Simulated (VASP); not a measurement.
# Fe (Im-3m) in VASP: notebook

Fe is run at these levels: PBE; tasks: single point.

Everything below comes from runs of VASP 6.6.1. Logs are shortened: lines on timing, memory, paths and dates and some standing lists are left out, and cuts for length are marked.

## (1) The cell of the first run

Symmetry: Im-3m, No. 229, cubic system. Conventional cell: a = 2.762 Å, b = 2.762 Å, c = 2.762 Å, α = 90.00°, β = 90.00°, γ = 90.00°. Within 3.2 Å of Fe (site symmetry m-3m) lie 14 Fe at 2.39 to 2.76 Å.

## (2) Single point, PBE

The input, INCAR:

```
SYSTEM = Fe
PREC = Accurate
ENCUT = 600
EDIFF = 1E-6
ISMEAR = 0
SIGMA = 0.2
LREAL = .False.
LASPH = .True.
NELM = 120
ALGO = Normal
ISIF = 2
LWAVE = .False.
LCHARG = .True.
GGA = PE
LELF = .True.
LVHAR = .True.
NBANDS = 10
GGA_COMPAT = .False.
```

The input, KPOINTS:

```
regular mesh
0
Gamma
  16 16 16
  0 0 0
```

The input, POSCAR:

```
Fe
1.0
   -1.3807996972      1.3807996972      1.3807996972
    1.3807996972     -1.3807996972      1.3807996972
    1.3807996972      1.3807996972     -1.3807996972
Fe
1
Direct
    0.0000000000      0.0000000000      0.0000000000
```

Potentials or basis: VASP PAW PBE potentials, release 64 (Fe).

The run is started by

```sh
cat potpaw_PBE.64/Fe/POTCAR > POTCAR
mpirun -np 1 vasp_std > vasp.out
```

OUTCAR:

```text
SYSTEM = Fe
   PREC = Accurate
   ENCUT = 600
   EDIFF = 1E-6
   ISMEAR = 0
   LREAL = .False.
   LASPH = .True.
   NELM = 120
   ISIF = 2
   GGA = PE

 ion  position               nearest neighbor table
   1  0.000  0.000  0.000-

  LATTYP: Found a body centered cubic cell.
 ALAT       =     2.7615993944

  Lattice vectors:

 A1 = (  -1.3807996972,   1.3807996972,   1.3807996972)
 A2 = (   1.3807996972,  -1.3807996972,   1.3807996972)
 A3 = (   1.3807996972,   1.3807996972,  -1.3807996972)

Analysis of symmetry for initial positions (statically):
=====================================================================
 Subroutine PRICEL returns:
 Original cell was already a primitive cell.

 Routine SETGRP: Setting up the symmetry group for a
 body centered cubic supercell.

 Subroutine GETGRP returns: Found 48 space group operations
 (whereof 48 operations were pure point group operations)
 out of a pool of 48 trial point group operations.

The static configuration has the point symmetry O_h .

Analysis of symmetry for dynamics (positions and initial velocities):
=====================================================================
 Subroutine PRICEL returns:
 Original cell was already a primitive cell.

 Routine SETGRP: Setting up the symmetry group for a
 body centered cubic supercell.

 Subroutine GETGRP returns: Found 48 space group operations
 (whereof 48 operations were pure point group operations)
 out of a pool of 48 trial point group operations.

The dynamic configuration has the point symmetry O_h .

 Subroutine INISYM returns: Found 48 space group operations
 (whereof 48 operations are pure point group operations),
 and found     1 'primitive' translations

----------------------------------------------------------------------------------------

                                     Primitive cell

  volume of cell :      10.5306

  direct lattice vectors                    reciprocal lattice vectors
    -1.380799697  1.380799697  1.380799697     0.000000000  0.362109002  0.362109002
     1.380799697 -1.380799697  1.380799697     0.362109002  0.000000000  0.362109002
     1.380799697  1.380799697 -1.380799697     0.362109002  0.362109002  0.000000000

  length of vectors
     2.391615231  2.391615231  2.391615231     0.512099461  0.512099461  0.512099461

  position of ions in fractional coordinates (direct lattice)
     0.000000000  0.000000000  0.000000000
[... 79 lines left out ...]
   NSW    =      0    number of steps for IOM
   IBRION =     -1    ionic relax: 0-MD 1-quasi-New 2-CG
   NFREE  =      0    steps in history (QN), initial steepest desc. (CG)
   ISIF   =      2    stress and relaxation
   ISYM   =      2    0-nonsym 1-usesym 2-fastsym
   POTIM  = 0.5000    time-step for ionic-motion
   TEBEG  =    0.0;   TEEND  =   0.0 temperature during run
   PSTRESS=    0.0 pullay stress
   NELECT =       8.0000    total number of electrons
   NUPDOWN=      -1.0000    fix difference up-down
   EMIN   =  10.00;   EMAX   =-10.00  energy-range for DOS
   EFERMI =   0.00;   METHOD = LEGACY
   ISMEAR =     0;   SIGMA  =   0.20  broadening in eV -4-tet -1-fermi 0-gaus
   EFERMI_NEDOS =   21; number of points for ismear=-14 and -15
   IALGO  =     38    algorithm
   IMIX   =      4    mixing-type and parameters
     AMIX     =   0.40;   BMIX     =  1.00
     AMIX_MAG =   1.60;   BMIX_MAG =  1.00
  volume/ion in A,a.u.               =      10.53        71.06
  Fermi-wavevector in a.u.,A,eV,Ry     =   1.493783  2.822840 30.359868  2.231387
  Thomas-Fermi vector in A             =   2.606139
   LORBIT       =      0    0 simple, 1 ext, 2 COOP (PROOUT), +10 PAW based schemes
   GGA     = PE    functional components
   LHFCALC =     F    Hartree Fock is set to
   AEXX    =    0.0000 exact exchange contribution
   IVDW    =     0    specifies the selected vdW correction
   LEPSILON=     F    determine dielectric tensor
   LRPA    =     F    only Hartree local field effects (RPA)
 non-spin polarized calculation
 Gauss-broadening in eV      SIGMA  =   0.20
  energy-cutoff  :      600.00
  volume of cell :       10.53
 maximum number of plane-waves:       370
   NGX =  9   NGY =  9   NGZ =  9

 number of electron       7.9999995 magnetization

 Free energy of the ion-electron system (eV)
  ---------------------------------------------------
  ext. energy  EPLUGINS =         0.00000000
  ---------------------------------------------------
  free energy    TOTEN  =        -7.79641834 eV

  energy without entropy =       -7.72866459  energy(sigma->0) =       -7.76254147

 E-fermi :   6.6930     XC(G=0): -13.5952

 val. band max:        6.6923686349   @ k =   0.1875   0.0000   0.0000
 cond. band min:       6.6945054361   @ k =  -0.2500   0.3125   0.0625
 fundamental gap:      0.0021368011
 Fermi energy:         6.6930426138

 k-point     1 :       0.0000    0.0000    0.0000
  band No.  band energies     occupation
      1      -2.1792      2.00000
      2       4.9127      2.00000
      3       4.9127      2.00000
      4       4.9127      2.00000
      5       6.6463      1.25893
      6       6.6463      1.25892
      7      32.3100      0.00000
      8      32.3100      0.00000
      9      32.3100      0.00000
     10      38.0664      0.00000
[... 287 lines left out ...]
 k-point    24 :       0.2500    0.1875   -0.0000
  band No.  band energies     occupation
      1       2.2338      2.00000
      2       3.8379      2.00000
      3       4.3146      2.00000
      4       6.3695      1.97784
      5       6.9821      0.04094
      6       8.5554      0.00000
      7      19.8880      0.00000
      8      22.0176      0.00000
      9      28.3080      0.00000
     10      33.7190      0.00000

 [... further k-points ...]

------------------------ aborting loop because EDIFF is reached ----------------------------------------

  FORCE on cell =-STRESS in cart. coord.  units (eV):
  Direction    XX          YY          ZZ          XY          YZ          ZX
  --------------------------------------------------------------------------------------
  -------------------------------------------------------------------------------------
  Total       -0.0612149     -0.0612149     -0.0612149      0.0000000      0.0000000     -0.0000000
  in kB       -9.3135624     -9.3135624     -9.3135624      0.0000000      0.0000000     -0.0000000
  external PRESSURE =      -9.3135624 kB  Pullay stress =       0.0000000 kB

 VOLUME and BASIS-vectors are now :
 -----------------------------------------------------------------------------
  energy-cutoff  :      600.00
  volume of cell :       10.53
      direct lattice vectors                 reciprocal lattice vectors
    -1.380799697  1.380799697  1.380799697     0.000000000  0.362109002  0.362109002
     1.380799697 -1.380799697  1.380799697     0.362109002  0.000000000  0.362109002
     1.380799697  1.380799697 -1.380799697     0.362109002  0.362109002  0.000000000

 POSITION                                       TOTAL-FORCE (eV/Angst)
 -----------------------------------------------------------------------------------
      0.00000      0.00000      0.00000        -0.000000      0.000000      0.000000
 -----------------------------------------------------------------------------------
    total drift:                                0.000000      0.000000      0.000000

  FREE ENERGIE OF THE ION-ELECTRON SYSTEM (eV)
  ---------------------------------------------------
  free  energy   TOTEN  =        -7.7964183394 eV

  energy  without entropy=       -7.7286645946  energy(sigma->0) =       -7.76254147
```

stdout:

```text
POSCAR found type information on POSCAR Fe
 POSCAR found :  1 types and       1 ions
 scaLAPACK will be used
 LDA part: xc-table for (Slater+PW92), standard interpolation
 POSCAR, INCAR and KPOINTS ok, starting setup
 FFT: planning ... GRIDC
 FFT: planning ... GRID_SOFT
 FFT: planning ... GRID
 WAVECAR not read
 entering main loop
```

It took 13 s on 1 thread of Intel Xeon Platinum 8375C at 2.90GHz (Ice Lake), shared host; peak memory 0.14 GiB.

Results:

| Item | Value |
| --- | --- |
| Free energy | -7.7964 eV |
| Pressure | -0.9 GPa |
| Band gap on the k mesh | zero (bands 4 and 5 overlap by 2.03 eV) |

Caveat: the run has no spin polarisation, though such a crystal can be magnetic. Spin polarisation is off, so any magnetic state and its effect on volume and gap are missing.

## (3) Single point, PBE

The input, INCAR:

```
ALGO = Normal
EDIFF = 1E-6
ENCUT = 600
GGA = PE
GGA_COMPAT = False
ISIF = 2
ISMEAR = 0
LASPH = True
LCHARG = True
LELF = True
LREAL = False
LVHAR = True
LWAVE = False
NBANDS = 10
NELM = 120
PREC = Accurate
SIGMA = 0.3
```

The input, KPOINTS:

```
k-points
0
Gamma
  16 16 16
```

POSCAR is that of step 2.

Potentials or basis: VASP PAW PBE potentials, release 64 (Fe).

The run is started by

```sh
cat potpaw_PBE.64/Fe/POTCAR > POTCAR
mpirun -np 1 vasp_std > vasp.out
```

Wall time 13 s (1 thread of Intel Xeon Platinum 8375C at 2.90GHz (Ice Lake), shared host); peak memory 0.13 GiB.

Results (log left out):

```
Free energy            : -7.8380 eV
Pressure               : 0.0 GPa
Band gap on the k mesh : zero (bands 4 and 5 overlap by 2.03 eV)
```

Levels at points of the mesh, in eV from the Fermi level:
```
           k point  band 1  band 2  band 3  band 4  band 5  band 6  band 7  band 8  band 9
(0.00, 0.00, 0.00)   -8.87   -1.77   -1.77   -1.77   -0.04   -0.04   25.62   25.62   25.62
(0.50, 0.00, 0.00)   -4.88   -3.07   -0.06    0.21    0.49    1.35    8.53   18.98   21.66
(0.50, 0.50, 0.50)   -4.63   -4.63    1.04    1.04    1.04   10.56   10.56   10.56   16.80
```

Caveat: so wide a smearing shifts energies and pressures; the run has no spin polarisation, though such a crystal can be magnetic.

## (4) Single point, PBE

The input, INCAR:

```
SYSTEM = Fe
ALGO     = Normal         ! electronic algorithm
EDIFF    = 1E-6           ! SCF threshold, eV
ENCUT    = 600            ! plane-wave cutoff, eV
GGA      = PE             ! functional
GGA_COMPAT= .False.      
ISIF     = 2              ! what is computed and relaxed
ISMEAR   = 0              ! smearing method
LASPH    = .True.         ! aspherical terms in the spheres
LCHARG   = .False.        ! write CHGCAR
LREAL    = .False.        ! projectors in reciprocal space
LWAVE    = .False.        ! write WAVECAR
NBANDS   = 10             ! bands
NELM     = 120            ! most SCF steps
PREC     = Accurate       ! precision mode
SIGMA    = 0.6            ! smearing width, eV
```

The input, KPOINTS:

```
k-points
0
Gamma
  16 16 16
  0 0 0
```

POSCAR is that of step 3.

The run is started by

```sh
cat potpaw_PBE.64/Fe/POTCAR > POTCAR
mpirun -np 1 vasp_std > vasp.out
```

It took 12 s on 1 thread of Intel Xeon Platinum 8375C at 2.90GHz (Ice Lake), shared host; peak memory 0.13 GiB.

Results (log left out):

```yaml
Free_energy: -8.0371 eV
Pressure: 3.3 GPa
Band_gap_on_the_k_mesh: zero (bands 4 and 5 overlap by 2.03 eV)
```

Levels at points of the mesh, in eV from the Fermi level:
```csv
k point,band 1,band 2,band 3,band 4,band 5,band 6,band 7,band 8
"(0.00, 0.00, 0.00)",-8.88,-1.76,-1.76,-1.76,-0.02,-0.02,25.60,25.60
"(0.50, 0.00, 0.00)",-4.87,-3.06,-0.04,0.23,0.48,1.37,8.54,18.97
"(0.50, 0.50, 0.50)",-4.62,-4.62,1.05,1.05,1.05,10.55,10.55,10.55
```

Caveat: the cell stands under pressure; so wide a smearing shifts energies and pressures; the run has no spin polarisation, though such a crystal can be magnetic.

## (5) Single point, PBE

The input, INCAR:

```
  ALGO = Normal
  EDIFF = 1E-6
  ENCUT = 600
  GGA = PE
  GGA_COMPAT = False
  ISIF = 2
  ISMEAR = 0
  LASPH = True
  LCHARG = False
  LREAL = False
  LWAVE = False
  NBANDS = 10
  NELM = 120
  PREC = Accurate
  SIGMA = 1.0
```

The input, KPOINTS:

```
k-points
0
Gamma
  16 16 16
```

POSCAR is that of step 4.

The run is started by

```sh
cat potpaw_PBE.64/Fe/POTCAR > POTCAR
mpirun -np 1 vasp_std > vasp.out
```

Run time: 12 s. Hardware: 1 thread of Intel Xeon Platinum 8375C at 2.90GHz (Ice Lake), shared host; peak memory 0.13 GiB.

Results (log left out):

```
Free energy            : -8.4190 eV
Pressure               : 8.2 GPa
Band gap on the k mesh : zero (bands 4 and 5 overlap by 2.04 eV)
```

Levels at points of the mesh, in eV from the Fermi level:
```tsv
k point	band 1	band 2	band 3	band 4	band 5	band 6	band 7	band 8	band 9
(0.00, 0.00, 0.00)	-8.90	-1.75	-1.75	-1.75	0.00	0.00	25.58	25.58	25.58
(0.50, 0.00, 0.00)	-4.88	-3.05	-0.03	0.25	0.47	1.39	8.54	18.94	21.63
(0.50, 0.50, 0.50)	-4.62	-4.62	1.07	1.07	1.07	10.53	10.53	10.53	16.81
```

Caveat: the cell stands under pressure; so wide a smearing shifts energies and pressures; the run has no spin polarisation, though such a crystal can be magnetic.

(Part 1 of 2 ends here.)
